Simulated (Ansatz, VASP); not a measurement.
## ZnS: VASP beside Ansatz

```
CELL_PARAMETERS angstrom
3.78224 0.00000 0.00000
-1.89112 3.27551 0.00000
0.00000 0.00000 6.20818
ATOMIC_POSITIONS crystal
Zn 0.33333 0.66667 0.93750
Zn 0.66667 0.33333 0.43750
S 0.33333 0.66667 0.43750
S 0.66667 0.33333 0.93750
```

Change from the starting cell: polar distortion scaled by 0.00.

Alike in both runs: task single point; functional LDA; k mesh 9 × 9 × 6; no spin polarisation.

|  | VASP | Ansatz |
| --- | --- | --- |
| version | VASP 6.6.1 | Ansatz 0.2.0 |
| potentials or method | VASP PAW LDA potentials, release 64 (Zn, S), cutoff 520 eV | scalar-relativistic, plane waves, PAW |
| occupations | gaussian, width 0.01 eV | fixed |
| valence electrons in the cell | 36 | 36 |

```csv
,VASP,Ansatz,Ansatz less VASP
gap on the k mesh at the Fermi level (eV),2.42,2.39,-0.033
least direct gap on the mesh (eV),2.44,2.41,-0.031
pressure (GPa),3.3,3.1,-0.28
"traceless stress, the component that is largest in VASP (GPa)",-5.31,-5.06,+0.252
```

Ansatz warns that its potentials were made for another functional, while VASP's fit it. LDA's correlation is that of Perdew and Zunger in VASP and of Perdew and Wang (1992) in Ansatz.
